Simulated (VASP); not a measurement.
# ScAlN2 (R-3m) in VASP: notebook, part 2 of 2

VASP 6.6.1. Earlier steps stand in the parts before.

### Step 4. Single point, PBE

INCAR reads:

```
PREC     = Accurate       # precision mode
ENCUT    = 600            # plane-wave cutoff, eV
EDIFF    = 1E-6           # SCF threshold, eV
ISMEAR   = 0              # smearing method
SIGMA    = 0.15           # smearing width, eV
LREAL    = F              # projectors in reciprocal space
LASPH    = T              # aspherical terms in the spheres
NELM     = 120            # most SCF steps
ALGO     = Normal         # electronic algorithm
ISIF     = 2              # what is computed and relaxed
LWAVE    = F              # write WAVECAR
LCHARG   = T              # write CHGCAR
GGA      = PE             # functional
LELF     = T              # ELF
LVHAR    = T            
NBANDS   = 20             # bands
GGA_COMPAT= F
```

KPOINTS reads:

```
Automatic mesh
0
Gamma
  5 5 5
```

POSCAR reads:

```
ScAlN2
1.0
    1.5290798964      0.8828146898      4.9363868406
   -1.5290798964      0.8828146898      4.9363868406
    0.0000000000     -1.7656293796      4.9363868406
Sc Al N
1 1 2
Direct
    0.0000000000      0.0000000000      0.0000000000
    0.5000000000      0.5000000000      0.5000000000
    0.2435526237      0.2435526237      0.2435526237
    0.7564473763      0.7564473763      0.7564473763
```

Potentials or basis: VASP PAW PBE potentials, release 64 (Sc_sv, Al, N).

Run with:

```bash
> cat potpaw_PBE.64/Sc_sv/POTCAR potpaw_PBE.64/Al/POTCAR potpaw_PBE.64/N/POTCAR > POTCAR
> mpirun -np 1 vasp_std > vasp.out
```

OUTCAR:

```text
PREC = Accurate
   ENCUT = 600
   EDIFF = 1E-6
   ISMEAR = 0
   LREAL = F
   LASPH = T
   NELM = 120
   ISIF = 2
   GGA = PE

 ion  position               nearest neighbor table
   1  0.000  0.000  0.000-   4 2.21   4 2.21   3 2.21   3 2.21   4 2.21   3 2.21   2 3.03   2 3.03
                             2 3.03   2 3.03   2 3.03   2 3.03
   2  0.500  0.500  0.500-   3 2.10   3 2.10   4 2.10   4 2.10   3 2.10   4 2.10   1 3.03   1 3.03
                             1 3.03   1 3.03   1 3.03   1 3.03
   3  0.244  0.244  0.244-   2 2.10   2 2.10   2 2.10   1 2.21   1 2.21   1 2.21
   4  0.756  0.756  0.756-   2 2.10   2 2.10   2 2.10   1 2.21   1 2.21   1 2.21

  LATTYP: Found a trigonal (rhomboedric) cell.
 ALAT       =     5.2426483905
 COS(alpha) =     0.8298668712

  Lattice vectors:

 A1 = (   1.5290798964,   0.8828146898,   4.9363868406)
 A2 = (  -1.5290798964,   0.8828146898,   4.9363868406)
 A3 = (   0.0000000000,  -1.7656293796,   4.9363868406)

Analysis of symmetry for initial positions (statically):
=====================================================================
 Subroutine PRICEL returns:
 Original cell was already a primitive cell.

 Routine SETGRP: Setting up the symmetry group for a
 trigonal (rhombohedral) supercell.

 Subroutine GETGRP returns: Found 12 space group operations
 (whereof 12 operations were pure point group operations)
 out of a pool of 12 trial point group operations.

The static configuration has the point symmetry D_3d.

Analysis of symmetry for dynamics (positions and initial velocities):
=====================================================================
 Subroutine PRICEL returns:
 Original cell was already a primitive cell.

 Routine SETGRP: Setting up the symmetry group for a
 trigonal (rhombohedral) supercell.

 Subroutine GETGRP returns: Found 12 space group operations
 (whereof 12 operations were pure point group operations)
 out of a pool of 12 trial point group operations.

The dynamic configuration has the point symmetry D_3d.

 Subroutine INISYM returns: Found 12 space group operations
 (whereof 12 operations are pure point group operations),
 and found     1 'primitive' translations

----------------------------------------------------------------------------------------

                                     Primitive cell

  volume of cell :      39.9816

  direct lattice vectors                    reciprocal lattice vectors
     1.529079896  0.882814690  4.936386841     0.326994032  0.188790092  0.067525772
    -1.529079896  0.882814690  4.936386841    -0.326994032  0.188790092  0.067525772
     0.000000000 -1.765629380  4.936386841     0.000000000 -0.377580184  0.067525772

  length of vectors
     5.242648390  5.242648390  5.242648390     0.383570757  0.383570757  0.383570757

  position of ions in fractional coordinates (direct lattice)
     0.000000000  0.000000000  0.000000000
     0.500000000  0.500000000  0.500000000
     0.243552624  0.243552624  0.243552624
     0.756447376  0.756447376  0.756447376

  ion indices of the primitive-cell ions
   primitive index   ion index
                 1           1
                 2           2
                 3           3
                 4           4

[... 22 lines left out ...]
 ===========================================

 Found     19 irreducible k-points:

 Following reciprocal coordinates:
            Coordinates               Weight
  0.000000  0.000000  0.000000      1.000000
  0.200000  0.000000  0.000000      6.000000
  0.400000  0.000000  0.000000      6.000000
  0.200000  0.200000  0.000000      6.000000
  0.400000  0.200000  0.000000     12.000000
 -0.400000  0.200000  0.000000     12.000000
[... 11 lines left out ...]
  0.400000  0.400000  0.400000      2.000000
 -0.400000  0.400000  0.400000      6.000000
   k-points           NKPTS =     19   k-points in BZ     NKDIM =     19   number of bands    NBANDS=     20
   number of dos      NEDOS =    301   number of ions     NIONS =      4
   total plane-waves  NPLWV =  74088
   dimension x,y,z NGX =    42 NGY =   42 NGZ =   42
   dimension x,y,z NGXF=    84 NGYF=   84 NGZF=   84
   ions per type =               1   1   2
   NGX,Y,Z   is equivalent  to a cutoff of  13.32, 13.32, 13.32 a.u.
   NGXF,Y,Z  is equivalent  to a cutoff of  26.64, 26.64, 26.64 a.u.
 SYSTEM =  unknown system
   PREC   = accura    normal or accurate (medium, high low for compatibility)
   ISTART =      0    job   : 0-new  1-cont  2-samecut
   ICHARG =      2    charge: 1-file 2-atom 10-const
   ISPIN  =      1    spin polarized calculation?
   LNONCOLLINEAR =      F non collinear calculations
   LSORBIT =      F    spin-orbit coupling
   LASPH  =      T    aspherical Exc in radial PAW
   ENCUT  =  600.0 eV  44.10 Ry    6.64 a.u.  10.47 10.47 10.47*2*pi/ulx,y,z
   NELM   =    120;   NELMIN=  2; NELMDL= -5     # of ELM steps
   EDIFF  = 0.1E-05   stopping-criterion for ELM
   LREAL  =      F    real-space projection
   EDIFFG = 0.1E-04   stopping-criterion for IOM
   NSW    =      0    number of steps for IOM
   IBRION =     -1    ionic relax: 0-MD 1-quasi-New 2-CG
   NFREE  =      0    steps in history (QN), initial steepest desc. (CG)
   ISIF   =      2    stress and relaxation
   ISYM   =      2    0-nonsym 1-usesym 2-fastsym
   POTIM  = 0.5000    time-step for ionic-motion
   TEBEG  =    0.0;   TEEND  =   0.0 temperature during run
   PSTRESS=    0.0 pullay stress
   NELECT =      24.0000    total number of electrons
   NUPDOWN=      -1.0000    fix difference up-down
   EMIN   =  10.00;   EMAX   =-10.00  energy-range for DOS
   EFERMI =   0.00;   METHOD = LEGACY
   ISMEAR =     0;   SIGMA  =   0.15  broadening in eV -4-tet -1-fermi 0-gaus
   EFERMI_NEDOS =   21; number of points for ismear=-14 and -15
   IALGO  =     38    algorithm
   IMIX   =      4    mixing-type and parameters
     AMIX     =   0.40;   BMIX     =  1.00
     AMIX_MAG =   1.60;   BMIX_MAG =  1.00
  volume/ion in A,a.u.               =      10.00        67.45
  Fermi-wavevector in a.u.,A,eV,Ry     =   1.380994  2.609701 25.948283  1.907145
  Thomas-Fermi vector in A             =   2.505820
   LORBIT       =      0    0 simple, 1 ext, 2 COOP (PROOUT), +10 PAW based schemes
   GGA     = PE    functional components
   LHFCALC =     F    Hartree Fock is set to
   AEXX    =    0.0000 exact exchange contribution
   IVDW    =     0    specifies the selected vdW correction
   LEPSILON=     F    determine dielectric tensor
   LRPA    =     F    only Hartree local field effects (RPA)
 non-spin polarized calculation
 Gauss-broadening in eV      SIGMA  =   0.15
  energy-cutoff  :      600.00
  volume of cell :       39.98
 maximum number of plane-waves:      1348
 NGX is ok and might be reduce to    42
   NGX = 21   NGY = 21   NGZ = 21

 number of electron      24.0000000 magnetization

 Free energy of the ion-electron system (eV)
  ---------------------------------------------------
  ext. energy  EPLUGINS =         0.00000000
  ---------------------------------------------------
  free energy    TOTEN  =       -32.57953941 eV

  energy without entropy =      -32.57953931  energy(sigma->0) =      -32.57953936

 E-fermi :   7.9852     XC(G=0): -12.0127

 val. band max:        7.5219507502   @ k =   0.0000   0.0000   0.0000
 cond. band min:       8.4883600780   @ k =  -0.4000  -0.4000   0.2000
 fundamental gap:      0.9664093277
 Fermi energy:         7.9851927718

 k-point     1 :       0.0000    0.0000    0.0000
  band No.  band energies     occupation
      1     -40.8987      2.00000
      2     -19.7146      2.00000
      3     -19.2592      2.00000
      4     -19.2592      2.00000
      5      -8.2887      2.00000
      6      -5.4523      2.00000
[... 426 lines left out ...]
     19      16.0147      0.00000
     20      18.1152      0.00000

------------------------ aborting loop because EDIFF is reached ----------------------------------------

  FORCE on cell =-STRESS in cart. coord.  units (eV):
  Direction    XX          YY          ZZ          XY          YZ          ZX
  --------------------------------------------------------------------------------------
  -------------------------------------------------------------------------------------
  Total        0.0131750      0.0131750      0.0311366      0.0000000      0.0000000      0.0000000
  in kB        0.5279619      0.5279619      1.2477341      0.0000000      0.0000000      0.0000000
  external PRESSURE =       0.7678860 kB  Pullay stress =       0.0000000 kB

 VOLUME and BASIS-vectors are now :
 -----------------------------------------------------------------------------
  energy-cutoff  :      600.00
  volume of cell :       39.98
      direct lattice vectors                 reciprocal lattice vectors
     1.529079896  0.882814690  4.936386841     0.326994032  0.188790092  0.067525772
    -1.529079896  0.882814690  4.936386841    -0.326994032  0.188790092  0.067525772
     0.000000000 -1.765629380  4.936386841     0.000000000 -0.377580184  0.067525772

 POSITION                                       TOTAL-FORCE (eV/Angst)
 -----------------------------------------------------------------------------------
      0.00000      0.00000      0.00000         0.000000     -0.000000     -0.000000
      0.00000      0.00000      7.40458        -0.000000     -0.000000      0.000000
      0.00000      0.00000      3.60681         0.000000      0.000000     -0.072374
      0.00000      0.00000     11.20235         0.000000     -0.000000      0.072374
 -----------------------------------------------------------------------------------
    total drift:                                0.000000      0.000000      0.000000

  FREE ENERGIE OF THE ION-ELECTRON SYSTEM (eV)
  ---------------------------------------------------
  free  energy   TOTEN  =       -32.5795394087 eV

  energy  without entropy=      -32.5795393072  energy(sigma->0) =      -32.57953936
```

Wall time 91 s (1 thread of Intel Xeon 8259CL, shared host); peak memory 0.27 GiB.

What came out:

```
Free energy            : -32.5795 eV
Pressure               : 0.1 GPa
Largest force          : 0.072 eV/Å
Band gap on the k mesh : 0.97 eV, indirect (least direct gap 2.62 eV)
```

Forces in eV/Å, atoms in the order of the input:
```
Sc   0.000  0.000  0.000
Al   0.000  0.000  0.000
N    0.000  0.000 -0.072
N    0.000  0.000  0.072
```

Caveat: the k points lie up to 0.48 Å⁻¹ apart.

### Step 5. Overview

```csv
cell,k mesh,cutoff (eV),smearing,gap on the mesh (eV),pressure (GPa),largest force (eV/Å)
"a = 5.242 Å, angles 33.9°, 4 atoms",12 × 12 × 12,520,gaussian 0.02 eV,0.78,0.6,0.07
"a = 5.246 Å, angles 33.9°, 4 atoms",5 × 5 × 5,600,gaussian 0.15 eV,0.97,0.3,0.07
"a = 5.243 Å, angles 33.9°, 4 atoms",5 × 5 × 5,600,gaussian 0.15 eV,0.97,0.1,0.07
```

Alike in all rows: task single point; level PBE; potentials or basis VASP PAW PBE potentials, release 64 (Sc_sv, Al, N); no spin polarisation.

Caveats: some runs use coarse meshes.

Total energies depend on the potentials used, so only differences within one code and one set of settings carry meaning.
